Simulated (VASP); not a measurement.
# Mo3W (P4/mmm) in VASP: notebook, part 2 of 2

VASP 6.6.1. Earlier steps stand in the parts before.

### Step 4. Relaxation of cell and atoms, PBE

This run uses another cell than the first one, of 17.82 Å³/atom.

INCAR reads:

```
  PREC = Accurate
  ENCUT = 600
  EDIFF = 1E-7
  ISMEAR = 0
  SIGMA = 0.1
  LREAL = F
  LASPH = T
  NELM = 100
  ALGO = Normal
  ISIF = 3
  LWAVE = F
  LCHARG = F
  GGA = PE
  IBRION = 2
  NSW = 90
  EDIFFG = -0.04
```

KPOINTS reads:

```
Automatic mesh
0
Gamma
  4 4 6
```

POSCAR reads:

```
Mo3W
1.0
    4.6544209600      0.0000000000      0.0000000000
    0.0000000000      4.6544209600      0.0000000000
    0.0000000000      0.0000000000      3.2911726200
Mo W
3 1
Direct
    0.0000000000      0.0000000000      0.0000000000
    0.5000000000      0.0000000000      0.5000000000
    0.0000000000      0.5000000000      0.5000000000
    0.5000000000      0.5000000000      0.0000000000
```

Potentials or basis: VASP PAW PBE potentials, release 64 (Mo_sv, W_sv).

Launch:

```sh
$ cat potpaw_PBE.64/Mo_sv/POTCAR potpaw_PBE.64/W_sv/POTCAR > POTCAR
$ mpirun -np 1 vasp_std > vasp.out
```

OUTCAR:

```text
PREC = Accurate
   ENCUT = 600
   EDIFF = 1E-7
   ISMEAR = 0
   LREAL = F
   LASPH = T
   NELM = 100
   ISIF = 3
   GGA = PE
   IBRION = 2
   NSW = 90
   EDIFFG = -0.04

 ion  position               nearest neighbor table
   1  0.000  0.000  0.000-   2 2.85   3 2.85   2 2.85   3 2.85   3 2.85   3 2.85   2 2.85   2 2.85
                             4 3.29   4 3.29   4 3.29   4 3.29
   2  0.500  0.000  0.500-   1 2.85   4 2.85   1 2.85   4 2.85   4 2.85   4 2.85   1 2.85   1 2.85
                             3 3.29   3 3.29   3 3.29   3 3.29
   3  0.000  0.500  0.500-   1 2.85   4 2.85   1 2.85   4 2.85   1 2.85   1 2.85   4 2.85   4 2.85
                             2 3.29   2 3.29   2 3.29   2 3.29
   4  0.500  0.500  0.000-   2 2.85   3 2.85   2 2.85   3 2.85   2 2.85   2 2.85   3 2.85   3 2.85
                             1 3.29   1 3.29   1 3.29   1 3.29

  LATTYP: Found a simple tetragonal cell.
 ALAT       =     4.6544209600
 C/A-ratio  =     0.7071067805

  Lattice vectors:

 A1 = (   4.6544209600,   0.0000000000,   0.0000000000)
 A2 = (   0.0000000000,   4.6544209600,   0.0000000000)
 A3 = (   0.0000000000,   0.0000000000,   3.2911726200)

Analysis of symmetry for initial positions (statically):
=====================================================================
 Subroutine PRICEL returns:
 Original cell was already a primitive cell.

 Routine SETGRP: Setting up the symmetry group for a
 simple tetragonal supercell.

 Subroutine GETGRP returns: Found 16 space group operations
 (whereof 16 operations were pure point group operations)
 out of a pool of 16 trial point group operations.

The static configuration has the point symmetry D_4h.

Analysis of symmetry for dynamics (positions and initial velocities):
=====================================================================
 Subroutine PRICEL returns:
 Original cell was already a primitive cell.

 Routine SETGRP: Setting up the symmetry group for a
 simple tetragonal supercell.

 Subroutine GETGRP returns: Found 16 space group operations
 (whereof 16 operations were pure point group operations)
 out of a pool of 16 trial point group operations.
[... 115 lines left out ...]
   NELECT =      56.0000    total number of electrons
   NUPDOWN=      -1.0000    fix difference up-down
   EMIN   =  10.00;   EMAX   =-10.00  energy-range for DOS
   EFERMI =   0.00;   METHOD = LEGACY
   ISMEAR =     0;   SIGMA  =   0.10  broadening in eV -4-tet -1-fermi 0-gaus
   EFERMI_NEDOS =   21; number of points for ismear=-14 and -15
   IALGO  =     38    algorithm
   IMIX   =      4    mixing-type and parameters
     AMIX     =   0.40;   BMIX     =  1.00
     AMIX_MAG =   1.60;   BMIX_MAG =  1.00
  volume/ion in A,a.u.               =      17.82       120.29
  Fermi-wavevector in a.u.,A,eV,Ry     =   1.510463  2.854362 31.041684  2.281499
  Thomas-Fermi vector in A             =   2.620650
   LORBIT       =      0    0 simple, 1 ext, 2 COOP (PROOUT), +10 PAW based schemes
   GGA     = PE    functional components
   LHFCALC =     F    Hartree Fock is set to
   AEXX    =    0.0000 exact exchange contribution
   IVDW    =     0    specifies the selected vdW correction
   LEPSILON=     F    determine dielectric tensor
   LRPA    =     F    only Hartree local field effects (RPA)
 conjugate gradient relaxation of ions
 non-spin polarized calculation
 Gauss-broadening in eV      SIGMA  =   0.10
  energy-cutoff  :      600.00
  volume of cell :       71.30
 maximum number of plane-waves:      2406
 NGX is ok and might be reduce to    40
   NGX = 19   NGY = 19   NGZ = 13

--------------------------------------- Ionic step        1  -------------------------------------------

 number of electron      56.0000004 magnetization

 Free energy of the ion-electron system (eV)
  ---------------------------------------------------
  ext. energy  EPLUGINS =         0.00000000
  ---------------------------------------------------
  free energy    TOTEN  =       -45.14676029 eV

  energy without entropy =      -45.12788149  energy(sigma->0) =      -45.13732089

------------------------ aborting loop because EDIFF is reached ----------------------------------------

  FORCE on cell =-STRESS in cart. coord.  units (eV):
  Direction    XX          YY          ZZ          XY          YZ          ZX
  --------------------------------------------------------------------------------------
  -------------------------------------------------------------------------------------
  Total      -10.7623950    -10.7623950    -10.5085203      0.0000000      0.0000000      0.0000000
  in kB     -241.8452317   -241.8452317   -236.1403324      0.0000000      0.0000000      0.0000000
  external PRESSURE =    -239.9435986 kB  Pullay stress =       0.0000000 kB
[... 177 lines left out ...]
--------------------------------------- Ionic step        6  -------------------------------------------

 number of electron      56.0000008 magnetization

 Free energy of the ion-electron system (eV)
  ---------------------------------------------------
  ext. energy  EPLUGINS =         0.00000000
  ---------------------------------------------------
  free energy    TOTEN  =       -45.77436788 eV

  energy without entropy =      -45.75437546  energy(sigma->0) =      -45.76437167

 E-fermi :  12.1336     XC(G=0): -13.3711

 val. band max:       12.0503905599   @ k =   0.5000   0.2500   0.0000
 cond. band min:      12.1411717364   @ k =   0.2500   0.0000   0.5000
 fundamental gap:      0.0907811765
 Fermi energy:        12.1335954638

 k-point     1 :       0.0000    0.0000    0.0000
  band No.  band energies     occupation
      1     -62.0848      2.00000
      2     -49.1751      2.00000
      3     -48.9342      2.00000
      4     -48.8637      2.00000
      5     -26.3823      2.00000
      6     -26.3823      2.00000
[... 884 lines left out ...]
  FREE ENERGIE OF THE ION-ELECTRON SYSTEM (eV)
  ---------------------------------------------------
  free  energy   TOTEN  =       -45.7743678804 eV

  energy  without entropy=      -45.7543754575  energy(sigma->0) =      -45.76437167

 reached required accuracy - stopping structural energy minimisation
```

OSZICAR:

```text
N       E                     dE             d eps       ncg     rms          rms(c)
DAV:   1     0.742078237405E+03    0.74208E+03   -0.36418E+04  1584   0.201E+03
DAV:   2    -0.136531389992E+02   -0.75573E+03   -0.74678E+03  1743   0.602E+02
DAV:   3    -0.474727726630E+02   -0.33820E+02   -0.32625E+02  2079   0.118E+02
[... 73 lines left out ...]
DAV:   3    -0.457744343614E+02    0.78095E-03   -0.30221E-03  2047   0.338E-01    0.660E-02
DAV:   4    -0.457743701859E+02    0.64175E-04   -0.49532E-04  1986   0.108E-01    0.289E-02
DAV:   5    -0.457743692652E+02    0.92071E-06   -0.28126E-05  1923   0.381E-02    0.111E-02
DAV:   6    -0.457743678882E+02    0.13770E-05   -0.43103E-06  1932   0.142E-02    0.139E-03
DAV:   7    -0.457743678804E+02    0.77880E-08   -0.27578E-07  1331   0.348E-03
   6 F= -.45774368E+02 E0= -.45764372E+02  d E =-.264726E-03
```

It took 4.6 min on 1 thread of Intel Xeon Platinum 8488C (Sapphire Rapids), shared host; peak memory 0.25 GiB.

What came out:

```yaml
Free_energy: -45.7744 eV
Relaxed_volume: 15.93 Å³/atom
Relaxed_cell: a = 4.476 Å, b = 4.476 Å, c = 3.179 Å, α = 90.00°, β = 90.00°, γ = 90.00°
Space_group_after_relaxing_to_0.1_Å: P4/mmm (No. 123)
Pressure_after_relaxing: 0.0 GPa
Band_gap_on_the_k_mesh: zero (bands 28 and 29 overlap by 2.16 eV)
```

Final structure:
```
CELL_PARAMETERS angstrom
4.47647 0.00000 0.00000
0.00000 4.47647 0.00000
0.00000 0.00000 3.17941
ATOMIC_POSITIONS crystal
Mo 0.00000 0.00000 0.00000
Mo 0.50000 0.00000 0.50000
Mo 0.00000 0.50000 0.50000
W 0.50000 0.50000 0.00000
```

Caveat: spin-orbit coupling is left out, which moves the levels of the heavy elements.

### Step 5. The runs side by side

```tsv
task	cell	cutoff (eV)	gap on the mesh (eV)	pressure (GPa)
single point	a = 4.476, b = 4.476, c = 3.175 Å, 4 atoms	520	none	0.5
single point	a = 4.654, b = 4.654, c = 3.291 Å, 4 atoms	520	none	-23.9
relaxation of cell and atoms	relaxed from a = 4.654, b = 4.654, c = 3.291 Å, 4 atoms	600	none	0.0
```

Alike in all rows: level PBE; potentials or basis VASP PAW PBE potentials, release 64 (Mo_sv, W_sv); no spin polarisation; k mesh 4 × 4 × 6; smearing gaussian 0.1 eV.

Caveats: spin-orbit coupling is left out, which moves the levels of the heavy elements; the cell stands under tension (at least some runs).

Absolute energies hang on the potentials; compare differences alone.
